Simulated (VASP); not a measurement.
# Ta (P1) in VASP: a series of runs

Ta is run at these levels: LDA; tasks: single point.

Program: VASP 6.6.1. These are calculated values, not measurements. Logs are shortened: lines on timing, memory, paths and dates and some standing lists are left out, and cuts for length are marked.

## Step 1: The cell of the first run

The typed cell holds 16 atoms: a = 6.936 Å, b = 6.936 Å, c = 6.936 Å, α = 90.00°, β = 90.00°, γ = 90.00°.

## Step 2: Single point, LDA

INCAR

```
ALGO = Normal
EDIFF = 1E-6
ENCUT = 520
GGA = CA
ISIF = 2
ISMEAR = -1
LASPH = T
LCHARG = T
LELF = T
LREAL = Auto
LVHAR = T
LWAVE = F
NBANDS = 102
NELM = 100
PREC = Accurate
SIGMA = 0.17
```

KPOINTS

```
k-points
0
Gamma
  2 2 2
```

POSCAR

```
Ta
1.0
    6.9357050000      0.0000000000      0.0000000000
    0.0000000000      6.9357050000      0.0000000000
    0.0000000000      0.0000000000      6.9357050000
Ta
16
Direct
   -0.0217569807     -0.0127456401     -0.0218579077
    0.4534650767     -0.0057384217     -0.0279567831
    0.0155427603      0.4910820169      0.0172152651
    0.0077857983      0.0118084607      0.5065526864
    0.2409272021      0.2406820936      0.2523319547
    0.4840603803      0.5045341461      0.0309557572
    0.4585835182     -0.0051761140      0.4876937528
    0.7641761003      0.2419220541      0.2307047373
   -0.0282307278      0.4832385460      0.5078214832
    0.2272299644      0.7490226300      0.2504431777
    0.2205976177      0.2424411073      0.7568228464
    0.5261325273      0.4792591380      0.5135454867
    0.7441348789      0.7005055723      0.2526779902
    0.7242522570      0.2602042619      0.7687610704
    0.2140806162      0.7444953325      0.7490370481
    0.7208351566      0.7299762605      0.8135149923
```

Potentials or basis: VASP PAW LDA potentials, release 64 (Ta_pv).

The run is started by

```bash
cat potpaw_LDA.64/Ta_pv/POTCAR > POTCAR
mpirun -np 1 vasp_std > vasp.out
```

OUTCAR:

```text
EDIFF = 1E-6
   ENCUT = 520
   GGA = CA
   ISIF = 2
   ISMEAR = -1
   LASPH = T
   LREAL = Auto
   NELM = 100
   PREC = Accurate

 ion  position               nearest neighbor table
   1  0.978  0.987  0.978-  16 2.77  15 2.83  11 2.88   8 2.90  14 2.97  10 3.05   5 3.17  13 3.20
                             4 3.28   2 3.30   3 3.46   3 3.51
   2  0.453  0.994  0.972-  11 2.79  16 2.83  15 2.85   5 2.98  14 2.99  10 3.01   8 3.29   1 3.30
                             7 3.36   6 3.43  13 3.46   6 3.57   7 3.58
   3  0.016  0.491  0.017-  10 2.82   5 2.85   8 2.87  11 2.87  13 2.88  15 2.91  16 2.99  14 3.10
                             6 3.25   9 3.42   1 3.46   1 3.51   9 3.55
   4  0.008  0.012  0.507-  11 2.78   5 2.87  15 2.88  10 2.97   8 3.01   7 3.13  14 3.18   9 3.28
                             1 3.28  13 3.33  16 3.51
   5  0.241  0.241  0.252-   7 2.80   3 2.85   4 2.87   6 2.92   2 2.98   9 3.07  12 3.15   1 3.17
                             8 3.31  10 3.41  11 3.44  11 3.50  10 3.53
   6  0.484  0.505  0.031-  16 2.72  13 2.73  10 2.89   5 2.92  14 2.99   8 3.00  15 3.18  11 3.20
                             3 3.25  12 3.36   2 3.43   2 3.57  12 3.60
   7  0.459  0.995  0.488-   5 2.80  10 2.86  11 3.03  15 3.03   4 3.13  14 3.25   8 3.26  13 3.28
                             2 3.36  12 3.40  16 3.43   2 3.58
   8  0.764  0.242  0.231-   3 2.87   1 2.90   9 2.93   6 3.00   4 3.01  12 3.05  13 3.19  14 3.22
                             7 3.26   2 3.29   5 3.31
   9  0.972  0.483  0.508-  13 2.81   8 2.93  14 2.94  11 2.96  15 2.98   5 3.07  12 3.09  10 3.12
                            16 3.23   4 3.28   3 3.42   3 3.55
  10  0.227  0.749  0.250-   3 2.82   7 2.86   6 2.89   4 2.97   2 3.01   1 3.05   9 3.12  12 3.34
                            13 3.37   5 3.41  15 3.46  15 3.48   5 3.53  13 3.60
  11  0.221  0.242  0.757-   4 2.78   2 2.79   3 2.87   1 2.88   9 2.96   7 3.03  12 3.17   6 3.20
                             5 3.44  14 3.45  15 3.45  15 3.48  14 3.50   5 3.50
  12  0.526  0.479  0.514-  14 2.71  13 2.81  16 3.03   8 3.05   9 3.09   5 3.15  11 3.17  15 3.28
                            10 3.34   6 3.36   7 3.40   6 3.60
  13  0.744  0.701  0.253-   6 2.73   9 2.81  12 2.81   3 2.88  16 3.06   8 3.19   1 3.20   7 3.28
                             4 3.33  10 3.37   2 3.46  10 3.60
  14  0.724  0.260  0.769-  12 2.71   9 2.94   1 2.97   2 2.99   6 2.99   3 3.10   4 3.18   8 3.22
                             7 3.25  16 3.27  11 3.45  11 3.50
  15  0.214  0.744  0.749-   1 2.83   2 2.85   4 2.88   3 2.91   9 2.98   7 3.03   6 3.18  12 3.28
                            16 3.45  11 3.45  10 3.46  10 3.48  11 3.48  16 3.54
  16  0.721  0.730  0.814-   6 2.72   1 2.77   2 2.83   3 2.99  12 3.03  13 3.06   9 3.23  14 3.27
                             7 3.43  15 3.45   4 3.51  15 3.54

  LATTYP: Found a simple cubic cell.
 ALAT       =     6.9357050000

  Lattice vectors:

 A1 = (   6.9357050000,   0.0000000000,   0.0000000000)
 A2 = (   0.0000000000,   6.9357050000,   0.0000000000)
 A3 = (   0.0000000000,   0.0000000000,   6.9357050000)

Analysis of symmetry for initial positions (statically):
=====================================================================
 Subroutine PRICEL returns:
 Original cell was already a primitive cell.

 Routine SETGRP: Setting up the symmetry group for a
 simple cubic supercell.

 Subroutine GETGRP returns: Found  1 space group operations
 (whereof  1 operations were pure point group operations)
 out of a pool of 48 trial point group operations.

The static configuration has the point symmetry C_1 .

Analysis of symmetry for dynamics (positions and initial velocities):
=====================================================================
 Subroutine PRICEL returns:
 Original cell was already a primitive cell.

 Routine SETGRP: Setting up the symmetry group for a
 simple cubic supercell.

 Subroutine GETGRP returns: Found  1 space group operations
 (whereof  1 operations were pure point group operations)
 out of a pool of 48 trial point group operations.

The dynamic configuration has the point symmetry C_1 .

 Subroutine INISYM returns: Found  1 space group operations
 (whereof  1 operations are pure point group operations),
 and found     1 'primitive' translations

----------------------------------------------------------------------------------------

                                     Primitive cell

  volume of cell :     333.6352

  direct lattice vectors                    reciprocal lattice vectors
     6.935705000  0.000000000  0.000000000     0.144181449  0.000000000  0.000000000
     0.000000000  6.935705000  0.000000000     0.000000000  0.144181449  0.000000000
[... 54 lines left out ...]
     0.000000000  0.072090725  0.000000000     0.000000000  0.500000000  0.000000000
     0.000000000  0.000000000  0.072090725     0.000000000  0.000000000  0.500000000

  Length of vectors
     0.072090725  0.072090725  0.072090725

  Shift w.r.t. Gamma in fractional coordinates (k-lattice)
     0.000000000  0.000000000  0.000000000

 Subroutine IBZKPT returns following result:
 ===========================================

 Found      8 irreducible k-points:

 Following reciprocal coordinates:
            Coordinates               Weight
  0.000000  0.000000  0.000000      1.000000
  0.500000  0.000000  0.000000      1.000000
  0.000000  0.500000  0.000000      1.000000
  0.000000  0.000000  0.500000      1.000000
  0.500000  0.500000  0.000000      1.000000
  0.000000  0.500000  0.500000      1.000000
  0.500000  0.000000  0.500000      1.000000
  0.500000  0.500000  0.500000      1.000000
   k-points           NKPTS =      8   k-points in BZ     NKDIM =      8   number of bands    NBANDS=    102
   number of dos      NEDOS =    301   number of ions     NIONS =     16
   total plane-waves  NPLWV = 157464
   dimension x,y,z NGX =    54 NGY =   54 NGZ =   54
   dimension x,y,z NGXF=   108 NGYF=  108 NGZF=  108
   ions per type =              16
   NGX,Y,Z   is equivalent  to a cutoff of  12.94, 12.94, 12.94 a.u.
   NGXF,Y,Z  is equivalent  to a cutoff of  25.89, 25.89, 25.89 a.u.
 SYSTEM =  unknown system
   PREC   = accura    normal or accurate (medium, high low for compatibility)
   ISTART =      0    job   : 0-new  1-cont  2-samecut
   ICHARG =      2    charge: 1-file 2-atom 10-const
   ISPIN  =      1    spin polarized calculation?
   LNONCOLLINEAR =      F non collinear calculations
   LSORBIT =      F    spin-orbit coupling
   LASPH  =      T    aspherical Exc in radial PAW
   ENCUT  =  520.0 eV  38.22 Ry    6.18 a.u.  12.90 12.90 12.90*2*pi/ulx,y,z
   NELM   =    100;   NELMIN=  2; NELMDL= -5     # of ELM steps
   EDIFF  = 0.1E-05   stopping-criterion for ELM
   LREAL  =      T    real-space projection
   EDIFFG = 0.1E-04   stopping-criterion for IOM
   NSW    =      0    number of steps for IOM
   IBRION =     -1    ionic relax: 0-MD 1-quasi-New 2-CG
   NFREE  =      0    steps in history (QN), initial steepest desc. (CG)
   ISIF   =      2    stress and relaxation
   ISYM   =      2    0-nonsym 1-usesym 2-fastsym
   POTIM  = 0.5000    time-step for ionic-motion
   TEBEG  =    0.0;   TEEND  =   0.0 temperature during run
   PSTRESS=    0.0 pullay stress
   NELECT =     176.0000    total number of electrons
   NUPDOWN=      -1.0000    fix difference up-down
   EMIN   =  10.00;   EMAX   =-10.00  energy-range for DOS
   EFERMI =   0.00;   METHOD = LEGACY
   ISMEAR =    -1;   SIGMA  =   0.17  broadening in eV -4-tet -1-fermi 0-gaus
   EFERMI_NEDOS =   21; number of points for ismear=-14 and -15
   IALGO  =     38    algorithm
   IMIX   =      4    mixing-type and parameters
     AMIX     =   0.40;   BMIX     =  1.00
     AMIX_MAG =   1.60;   BMIX_MAG =  1.00
  volume/ion in A,a.u.               =      20.85       140.72
  Fermi-wavevector in a.u.,A,eV,Ry     =   1.322783  2.499696 23.806842  1.749754
  Thomas-Fermi vector in A             =   2.452438
   LORBIT       =      0    0 simple, 1 ext, 2 COOP (PROOUT), +10 PAW based schemes
   GGA     = CA    functional components
   LHFCALC =     F    Hartree Fock is set to
   AEXX    =    0.0000 exact exchange contribution
   IVDW    =     0    specifies the selected vdW correction
   LEPSILON=     F    determine dielectric tensor
   LRPA    =     F    only Hartree local field effects (RPA)
 non-spin polarized calculation
  energy-cutoff  :      520.00
  volume of cell :      333.64
 maximum number of plane-waves:      9045
 NGX is ok and might be reduce to    54
   NGX = 25   NGY = 25   NGZ = 25

 number of electron     176.0000008 magnetization

 Free energy of the ion-electron system (eV)
  ---------------------------------------------------
  ext. energy  EPLUGINS =         0.00000000
  ---------------------------------------------------
  free energy    TOTEN  =      -199.27981593 eV

  energy without entropy =     -197.59190091  energy(sigma->0) =     -198.43585842

 E-fermi :   4.3981     XC(G=0): -12.0283

 val. band max:        4.3979076655   @ k =   0.5000   0.5000   0.5000
 cond. band min:       4.4395743474   @ k =   0.0000   0.5000   0.5000
 fundamental gap:      0.0416666819
 Fermi energy:         4.3981030903

 k-point     1 :       0.0000    0.0000    0.0000
  band No.  band energies     occupation
      1     -30.0209      2.00000
      2     -30.0023      2.00000
      3     -29.9888      2.00000
      4     -29.9718      2.00000
      5     -29.9581      2.00000
      6     -29.9414      2.00000
[... 813 lines left out ...]
     99       6.8031      0.00000
    100       6.8741      0.00000
 [bands above 100 left out]

------------------------ aborting loop because EDIFF is reached ----------------------------------------

  FORCE on cell =-STRESS in cart. coord.  units (eV):
  Direction    XX          YY          ZZ          XY          YZ          ZX
  --------------------------------------------------------------------------------------
  -------------------------------------------------------------------------------------
  Total      -50.3687302    -49.9467495    -50.4825821      0.4610243     -0.7518424      1.1597241
  in kB     -241.8798809   -239.8534523   -242.4266187      2.2139231     -3.6104853      5.5692080
  external PRESSURE =    -241.3866506 kB  Pullay stress =       0.0000000 kB

 VOLUME and BASIS-vectors are now :
 -----------------------------------------------------------------------------
  energy-cutoff  :      520.00
  volume of cell :      333.64
      direct lattice vectors                 reciprocal lattice vectors
     6.935705000  0.000000000  0.000000000     0.144181449  0.000000000  0.000000000
     0.000000000  6.935705000  0.000000000     0.000000000  0.144181449  0.000000000
     0.000000000  0.000000000  6.935705000     0.000000000  0.000000000  0.144181449

 POSITION                                       TOTAL-FORCE (eV/Angst)
 -----------------------------------------------------------------------------------
      6.78481      6.84731      6.78411         0.348641      0.352982      0.944552
      3.14510      6.89590      6.74180         0.796354     -0.105084      1.282559
      0.10780      3.40600      0.11940        -1.554141      0.040614     -0.196596
      0.05400      0.08190      3.51330        -1.027989     -0.720498     -0.421533
      1.67100      1.66930      1.75010        -0.049266     -0.138288     -0.044110
      3.35730      3.49930      0.21470        -0.324695     -1.053710     -0.795232
[... 8 lines left out ...]
      1.48480      5.16360      5.19510         0.732878      0.216615      0.022253
      4.99950      5.06290      5.64230         0.246319      0.089961     -2.016319
 -----------------------------------------------------------------------------------
    total drift:                               -0.000024      0.000041     -0.007250

  FREE ENERGIE OF THE ION-ELECTRON SYSTEM (eV)
  ---------------------------------------------------
  free  energy   TOTEN  =      -199.2798159327 eV

  energy  without entropy=     -197.5919009058  energy(sigma->0) =     -198.43585842
```

Wall time 11 min (1 thread of Intel Xeon Platinum 8259CL at 2.50GHz (Skylake/Cascade Lake), shared host); peak memory 0.4 GiB.

Results:

| Item | Value |
| --- | --- |
| Free energy | -199.2798 eV |
| Pressure | -24.1 GPa |
| Largest force | 2.033 eV/Å |
| Band gap on the k mesh | zero (band 88 reaches 4.97 eV, above the bottom of band 89 at 3.73 eV) |

Forces in eV/Å, atoms in the order of the input:
```
Ta   0.349  0.353  0.945
Ta   0.796 -0.105  1.283
Ta  -1.554  0.041 -0.197
Ta  -1.028 -0.720 -0.422
Ta  -0.049 -0.138 -0.044
Ta  -0.325 -1.054 -0.795
Ta   0.548  0.062  0.692
Ta  -0.898 -0.143  1.117
Ta   0.724  0.054  0.269
Ta   0.368 -0.075  0.443
Ta   0.763  0.275 -0.729
Ta  -1.282  0.419 -0.435
Ta   0.158  1.655  0.024
Ta   0.451 -0.930 -0.158
Ta   0.733  0.217  0.022
Ta   0.246  0.090 -2.016
```

Levels at points of the mesh, in eV from the Fermi level:
```tsv
k point	band 86	band 87	band 88	band 89	band 90	band 91
(0.00, 0.00, 0.00)	0.44	0.50	0.57	0.70	0.76	0.81
(0.50, 0.00, 0.00)	-0.24	0.08	0.10	0.19	0.23	0.46
(0.00, 0.50, 0.00)	-0.14	-0.01	0.05	0.13	0.19	0.32
(0.00, 0.00, 0.50)	-0.11	-0.06	0.11	0.15	0.16	0.30
(0.50, 0.50, 0.00)	-0.48	-0.37	-0.33	-0.23	-0.11	0.21
(0.00, 0.50, 0.50)	-0.40	-0.27	-0.20	-0.10	-0.03	0.04
(0.50, 0.00, 0.50)	-0.27	-0.23	-0.19	-0.13	-0.01	0.08
(0.50, 0.50, 0.50)	-0.82	-0.74	-0.69	-0.67	-0.58	-0.54
```

Caveat: the k points lie up to 0.45 Å⁻¹ apart; spin-orbit coupling is left out, which moves the levels of the heavy elements; forces of over 1 eV/Å act on the atoms, so gaps and moduli don't describe the material at rest.

## Step 3: Single point, LDA

INCAR

```
SYSTEM = Ta
PREC = Accurate ; ENCUT = 520
EDIFF = 1E-6 ; ISMEAR = -1
SIGMA = 0.17 ; LREAL = Auto
LASPH = .TRUE. ; NELM = 100
ALGO = Normal ; ISIF = 2
LWAVE = .FALSE. ; LCHARG = .TRUE.
GGA = CA ; LELF = .TRUE.
LVHAR = .TRUE. ; NBANDS = 102
```

KPOINTS

```
regular mesh
0
G
  2 2 2
  0 0 0
```

POSCAR

```
Ta
1.0
    6.9357050000      0.0000000000      0.0000000000
    0.0000000000      6.9357050000      0.0000000000
    0.0000000000      0.0000000000      6.9357050000
Ta
16
Direct
    0.0071513999     -0.0065314197      0.0485891485
    0.5119450726     -0.0019897040      0.0229104323
   -0.0770073122      0.4889481314     -0.0252750081
   -0.0242369017     -0.0219155803      0.5003240478
    0.2373226658      0.2453679907      0.2746079887
    0.4927833580      0.4644228669     -0.0358290902
    0.4974548370      0.0220453436      0.5381284239
    0.7074262818      0.2575801595      0.2813700986
    0.0256210436      0.4882272242      0.5014054087
    0.2072608336      0.7176487466      0.2072608336
    0.2230631205      0.2344678731      0.7815643831
    0.4290263210      0.5045774006      0.4964599850
    0.7238485489      0.7805118586      0.2917223267
    0.7632100846      0.2190260399      0.7375313685
    0.2612567864      0.7271791404      0.7602111105
    0.7656900056      0.7359309544      0.7072965185
```

Potentials or basis: VASP PAW LDA potentials, release 64 (Ta_pv).

The run is started by

```bash
cat potpaw_LDA.64/Ta_pv/POTCAR > POTCAR
mpirun -np 1 vasp_std > vasp.out
```

Run time: 9.7 min. Hardware: 1 thread of Intel Xeon Platinum 8259CL at 2.50GHz (Skylake/Cascade Lake), shared host; peak memory 0.41 GiB.

It converged, with:

* Free energy: -197.4155 eV
* Pressure: -21.4 GPa
* Largest force: 2.395 eV/Å
* Band gap on the k mesh: zero (band 88 reaches 4.88 eV, above the bottom of band 89 at 3.91 eV)

Forces in eV/Å, atoms in the order of the input:
```
Ta  -1.462  0.278 -1.214
Ta  -0.983  0.062 -0.516
Ta   1.774 -0.197  1.155
Ta   2.005  1.308  0.041
Ta  -0.050 -0.634 -1.040
Ta   0.280  0.591  1.028
Ta  -0.799 -0.951 -0.850
Ta   0.666 -0.525 -0.502
Ta  -2.008  0.198  0.220
Ta   1.240  0.212  0.760
Ta   0.321 -0.265 -0.683
Ta   1.914 -0.484  0.133
Ta  -0.103 -1.254 -1.344
Ta  -0.504  0.821  1.018
Ta  -0.972  0.799  0.572
Ta  -1.318  0.040  1.221
```

Stress tensor (GPa, compression positive):
```
-21.48   0.40   1.10
  0.40 -21.30  -0.23
  1.10  -0.23 -21.43
```

Levels at points of the mesh, in eV from the Fermi level:
```
           k point  band 86  band 87  band 88  band 89  band 90  band 91
(0.00, 0.00, 0.00)     0.28     0.38     0.41     0.50     0.54     0.63
(0.50, 0.00, 0.00)    -0.10     0.06     0.10     0.21     0.30     0.42
(0.00, 0.50, 0.00)    -0.19    -0.12    -0.02     0.11     0.15     0.26
(0.00, 0.00, 0.50)    -0.09    -0.08     0.09     0.16     0.25     0.29
(0.50, 0.50, 0.00)    -0.46    -0.36    -0.26    -0.10     0.14     0.21
(0.00, 0.50, 0.50)    -0.37    -0.27    -0.22    -0.06     0.00     0.17
(0.50, 0.00, 0.50)    -0.34    -0.30    -0.22    -0.04    -0.01     0.11
(0.50, 0.50, 0.50)    -0.75    -0.66    -0.57    -0.56    -0.46    -0.29
```

Caveat: the k points lie up to 0.45 Å⁻¹ apart; spin-orbit coupling is left out, which moves the levels of the heavy elements; forces of over 1 eV/Å act on the atoms, so gaps and moduli don't describe the material at rest.

(Continued in part 2 of 2.)
